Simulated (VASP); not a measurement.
# BaBi6O10 in VASP: a series of runs, part 2 of 2

VASP 6.6.1.

### 3 Single point, PBE

The input, INCAR:

```
SYSTEM = BaBi6O10
PREC = Accurate
ENCUT = 520
EDIFF = 1E-6
ISMEAR = -1
SIGMA = 0.293
LREAL = Auto
LASPH = .True.
NELM = 60
ALGO = Normal
ISIF = 2
LWAVE = .False.
LCHARG = .True.
GGA = PE
LELF = .True.
LVHAR = .True.
NBANDS = 94
```

The input, KPOINTS:

```
Automatic mesh
0
Gamma
  3 3 3
  0 0 0
```

The input, POSCAR:

```
BaBi6O10
1.0
    6.8988500000      0.3663110000     -0.3031620000
    0.3663110000      6.5432810000      0.0645600000
   -0.3031620000      0.0645600000      6.7022220000
Bi O Ba
6 10 1
Direct
    0.4138771455      0.9074064041      0.0093688471
    0.5499830646      0.0047610853      0.5209462274
    0.5557724765      0.4109482104      0.9341334136
    0.9655648482      0.1447270789      0.2052495396
    0.3830714337      0.5533556455      0.4262421246
    0.8830267472      0.6090103681      0.3440170948
    0.8443128201      0.4509639298      0.9558090733
    0.3643736544      0.3165582921      0.1108094425
    0.3165503062      0.0037452825      0.3095767250
    0.1429368685      0.4288719882      0.4433525112
    0.1203418188      0.8977329817      0.4759627184
    0.5269280067      0.7419575562      0.7503760159
    0.0613549811      0.7773275557      0.1396894173
    0.4447804567      0.1465312236      0.7729164804
    0.8152383570      0.6022305446      0.6531926551
    0.7028594155      0.0824109300      0.0606483445
    0.0029477455      0.1364831785      0.7208664306
```

Potentials or basis: VASP PAW PBE potentials, release 64 (Bi_d, O, Ba_sv).

Command:

```sh
$ cat potpaw_PBE.64/Bi_d/POTCAR potpaw_PBE.64/O/POTCAR potpaw_PBE.64/Ba_sv/POTCAR > POTCAR
$ mpirun -np 1 vasp_std > vasp.out
```

OUTCAR:

```text
SYSTEM = BaBi6O10
   PREC = Accurate
   ENCUT = 520
   EDIFF = 1E-6
   ISMEAR = -1
   LREAL = Auto
   LASPH = .True.
   NELM = 60
   ISIF = 2
   GGA = PE

 ion  position               nearest neighbor table
   1  0.414  0.907  0.009-  12 2.22  14 2.25   9 2.26  16 2.41   8 2.77  13 2.87   3 3.36  17 3.48
                             2 3.55   2 3.56   3 3.58   5 3.64   4 3.67
   2  0.550  0.005  0.521-   9 2.05  14 2.09  12 2.32   5 3.34  17 3.50   1 3.55   1 3.56   6 3.57
                             5 3.68   3 3.88   4 3.89  17 4.13
   3  0.556  0.411  0.934-   8 1.99   7 2.03  14 2.23  16 2.39  12 2.46   1 3.36   4 3.51   1 3.58
[... 1572 lines left out ...]
  in kB      135.3931026     45.5042258    120.3579473      0.7300074     19.9207207    -17.9163987
  external PRESSURE =     100.4184252 kB  Pullay stress =       0.0000000 kB

 VOLUME and BASIS-vectors are now :
 -----------------------------------------------------------------------------
  energy-cutoff  :      520.00
  volume of cell :      301.00
      direct lattice vectors                 reciprocal lattice vectors
     6.898850000  0.366311000 -0.303162000     0.145681285 -0.008221440  0.006668804
     0.366311000  6.543281000  0.064560000    -0.008221440  0.153307026 -0.001848630
    -0.303162000  0.064560000  6.702222000     0.006668804 -0.001848630  0.149523707

 POSITION                                       TOTAL-FORCE (eV/Angst)
 -----------------------------------------------------------------------------------
      3.18483      6.08963     -0.00410         0.471473      0.281172      0.315127
      3.63806      0.26625      3.32507         1.219431     -0.489896      0.133347
      3.70153      2.95284      6.11881        -0.316055      0.510363     -1.696347
      6.65208      1.31394      1.09225         1.710491     -1.345144      0.519704
      2.71623      3.78860      2.77636         2.111800      1.089242     -1.115356
      6.21066      4.33060      2.07730        -0.256613      1.799864     -0.278410
[... 9 lines left out ...]
      4.86072      0.80062      0.19872        -0.958237     -0.815144     -0.295550
     -0.14821      0.94067      4.83932         0.194745      0.941775      0.253106
 -----------------------------------------------------------------------------------
    total drift:                               -0.014302      0.004728      0.009187

  FREE ENERGIE OF THE ION-ELECTRON SYSTEM (eV)
  ---------------------------------------------------
  free  energy   TOTEN  =       -84.0044253524 eV

  energy  without entropy=      -81.9966835239  energy(sigma->0) =      -83.00055444
```

OSZICAR:

```text
N       E                     dE             d eps       ncg     rms          rms(c)
DAV:   1     0.239518883159E+04    0.23952E+04   -0.76687E+04  2632   0.203E+03
DAV:   2     0.371851915354E+03   -0.20233E+04   -0.19695E+04  2784   0.593E+02
DAV:   3    -0.594638236235E+02   -0.43132E+03   -0.40364E+03  3018   0.267E+02
[... 13 lines left out ...]
DAV:  17    -0.840043991294E+02   -0.46697E-04   -0.30360E-04  3288   0.743E-02    0.238E-02
DAV:  18    -0.840044154271E+02   -0.16298E-04   -0.65105E-05  3152   0.355E-02    0.114E-02
DAV:  19    -0.840044233297E+02   -0.79026E-05   -0.20254E-05  2816   0.197E-02    0.835E-03
DAV:  20    -0.840044249762E+02   -0.16466E-05   -0.41573E-06  2720   0.987E-03    0.507E-03
DAV:  21    -0.840044253524E+02   -0.37618E-06   -0.27230E-06  2264   0.658E-03
   1 F= -.84004425E+02 E0= -.83000554E+02  d E =-.200774E+01
```

stdout:

```text
POSCAR found type information on POSCAR BiO Ba
 POSCAR found :  3 types and      17 ions
 scaLAPACK will be used
 LDA part: xc-table for (Slater+PW92), standard interpolation
 POSCAR, INCAR and KPOINTS ok, starting setup
 FFT: planning ... GRIDC
 FFT: planning ... GRID_SOFT
 FFT: planning ... GRID
 WAVECAR not read
 entering main loop
```

Wall time 7.5 min (1 thread of Intel Xeon 6975P-C (Granite Rapids), shared host); peak memory 0.5 GiB.

What came out:

| Item | Value |
| --- | --- |
| Free energy | -84.0044 eV |
| Pressure | 10.0 GPa |
| Largest force | 3.073 eV/Å |
| Band gap on the k mesh | zero (band 80 reaches 5.66 eV, above the bottom of band 81 at 5.59 eV) |

Forces in eV/Å, atoms in the order of the input:
```
Bi   0.471  0.281  0.315
Bi   1.219 -0.490  0.133
Bi  -0.316  0.510 -1.696
Bi   1.710 -1.345  0.520
Bi   2.112  1.089 -1.115
Bi  -0.257  1.800 -0.278
O    1.909 -1.004  1.592
O   -1.443  0.352  2.278
O    0.974  0.610  0.372
O   -1.992 -2.057  1.116
O   -1.482 -1.208  1.407
O   -1.337  0.544 -1.092
O   -0.133  0.396 -0.613
O   -1.482  0.543 -0.955
O    0.808 -0.147 -1.942
O   -0.958 -0.815 -0.296
Ba   0.195  0.942  0.253
```

Stress tensor (GPa, compression positive):
```
13.54  0.07 -1.79
 0.07  4.55  1.99
-1.79  1.99 12.04
```

Caveat: spin-orbit coupling is left out, which moves the levels of the heavy elements.

### 4 Single point, PBE

The input, INCAR:

```
SYSTEM = BaBi6O10
PREC = Accurate
ENCUT = 520
EDIFF = 1E-6
ISMEAR = -1
SIGMA = 0.2111
LREAL = Auto
LASPH = .True.
NELM = 100
ALGO = Normal
ISIF = 2
LWAVE = .False.
LCHARG = .False.
GGA = PE
NBANDS = 94
```

The input, KPOINTS:

```
regular mesh
0
Gamma
  3 3 3
  0 0 0
```

The input, POSCAR:

```
BaBi6O10
1.0
    6.8988500000      0.3663110000     -0.3031620000
    0.3663110000      6.5432810000      0.0645600000
   -0.3031620000      0.0645600000      6.7022220000
Bi O Ba
6 10 1
Direct
    0.4687465222      0.8819529035      0.9618700576
    0.5870244336      0.0540004635      0.5091655668
    0.5582703661      0.3881690809      0.9646387807
    0.0662313933      0.0679142278      0.1702180516
    0.3943271304      0.5719533682      0.4689458226
    0.8075952762      0.6377366173      0.2886792618
    0.8831003685      0.3582766384      0.0329076958
    0.5275098818      0.3624438859      0.2605303727
    0.4317967321      0.8761003430      0.3155268407
    0.1024820874      0.6555859651      0.2661487954
    0.9708411598      0.8669297649      0.5347969759
    0.3985764916      0.8910189220      0.6373089857
    0.1708531841      0.8873817463      0.9252373238
    0.3300975672      0.2635104306      0.5728415540
    0.7237897946      0.4938485304      0.6383519063
    0.7931458654      0.9549705033      0.0957594216
    0.0018361784      0.2052279529      0.6999991863
```

Command:

```sh
$ cat potpaw_PBE.64/Bi_d/POTCAR potpaw_PBE.64/O/POTCAR potpaw_PBE.64/Ba_sv/POTCAR > POTCAR
$ mpirun -np 1 vasp_std > vasp.out
```

Run time: 6.7 min. Hardware: 1 thread of Intel Xeon 6975P-C (Granite Rapids), shared host; peak memory 0.49 GiB.

It converged, with:

```yaml
Free_energy: -88.8089 eV
Pressure: 9.2 GPa
Largest_force: 3.407 eV/Å
Band_gap_on_the_k_mesh: zero (band 80 reaches 5.25 eV, above the bottom of band 81 at 5.09 eV)
```

Forces in eV/Å, atoms in the order of the input:
```
Bi   1.099 -0.297 -0.127
Bi   0.825  1.885 -0.721
Bi   1.084 -0.486 -2.503
Bi  -0.901 -1.740  1.945
Bi  -1.457 -0.113  0.984
Bi   2.540  1.344  0.922
O   -0.728  0.204  0.602
O   -0.189 -0.586  1.111
O    0.451  0.027 -3.377
O    1.198 -0.754 -0.091
O   -1.694  0.023 -1.242
O   -0.620 -1.535  2.772
O   -1.482  0.980  0.888
O   -0.117  0.818  0.238
O   -1.092  0.156 -1.025
O    0.076 -0.244  0.469
Ba   1.007  0.319 -0.844
```

Stress tensor (GPa, compression positive):
```
 7.56  2.04 -1.83
 2.04  4.71 -0.26
-1.83 -0.26 15.42
```

Levels at points of the mesh, in eV from the Fermi level:
| k point | band 77 | band 78 | band 79 | band 80 | band 81 | band 82 | band 83 | band 84 |
| --- | --- | --- | --- | --- | --- | --- | --- | --- |
| (0.00, 0.00, 0.00) | -1.10 | -0.89 | -0.83 | -0.31 | -0.21 | 1.58 | 1.94 | 2.37 |

Caveat: spin-orbit coupling is left out, which moves the levels of the heavy elements.

### 5 Summary

```tsv
task	k mesh	smearing	gap on the mesh (eV)	pressure (GPa)	largest force (eV/Å)
molecular dynamics	1 × 1 × 1	fermi-dirac 0.1172 eV	-	-	-
single point	3 × 3 × 3	fermi-dirac 0.293 eV	none	10.0	3.07
single point	3 × 3 × 3	fermi-dirac 0.2111 eV	none	9.2	3.41
```

Some of these runs hold the atoms at other places in the same cell, which the table doesn't show; runs alike in all that it shows share one row.

Alike in all rows: level PBE; potentials or basis VASP PAW PBE potentials, release 64 (Bi_d, O, Ba_sv); no spin polarisation; cell as given; cutoff (eV) 520.

Caveats: some runs use coarse meshes; spin-orbit coupling is left out, which moves the levels of the heavy elements.

Total energies depend on the potentials used, so only differences within one code and one set of settings carry meaning.
